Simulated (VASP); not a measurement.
## ZrN: single point with PBE

ZrN:

```
Zr N
1.0
     0.00000    2.29427    2.29427
     2.29427    0.00000    2.29427
     2.29427    2.29427    0.00000
Zr N
1 1
Cartesian
  2.2943 2.2943 2.2943
  0.0000 0.0000 0.0000
```

```json
{
 "Program": "VASP 6.6.1",
 "Task": "single point",
 "Functional": "PBE",
 "Potentials or basis": "VASP PAW PBE potentials, release 64 (Zr_sv, N)",
 "Cutoff": "600 eV",
 "k mesh": "8 × 8 × 8",
 "Occupations": "methfessel-paxton, width 0.13 eV",
 "Spin": "collinear spin",
 "Starting moments": "[0.1, 0.0] μB",
 "Dipole correction": "no",
 "Further INCAR settings": "ALGO = Normal; EDIFF = 1e-06; NBANDS = 20"
}
```

```json
{"Pressure": "1.4 GPa", "Net moment": "0.00 μB per cell", "Valence electrons inside the program's atomic spheres": "Zr 9.86; N 3.71"}
```

Levels at points of the mesh, in eV from the Fermi level:
Spin up:
```csv
k point,band 5,band 6,band 7,band 8,band 9,band 10,band 11,band 12,band 13,band 14
"(0.00, 0.00, 0.00)",-16.25,-2.64,-2.64,-2.64,-0.40,-0.40,-0.40,1.58,1.58,2.86
"(0.50, 0.00, 0.00)",-14.06,-7.64,-5.67,-5.67,3.01,3.07,3.07,4.74,7.69,7.69
"(0.50, 0.50, 0.00)",-15.71,-4.55,-3.47,-3.14,-3.14,3.36,4.51,4.51,4.93,9.04
```
Spin down:
```csv
k point,band 7,band 8,band 9,band 10,band 11,band 12
"(0.00, 0.00, 0.00)",-2.64,-2.64,-0.40,-0.40,-0.40,1.58
"(0.50, 0.00, 0.00)",-5.67,-5.67,3.01,3.07,3.07,4.74
"(0.50, 0.50, 0.00)",-3.47,-3.14,-3.14,3.36,4.51,4.51
```

Run time: 72 s on 1 thread of Intel Xeon 8259CL, with other jobs on the host, peak memory 0.19 GiB.
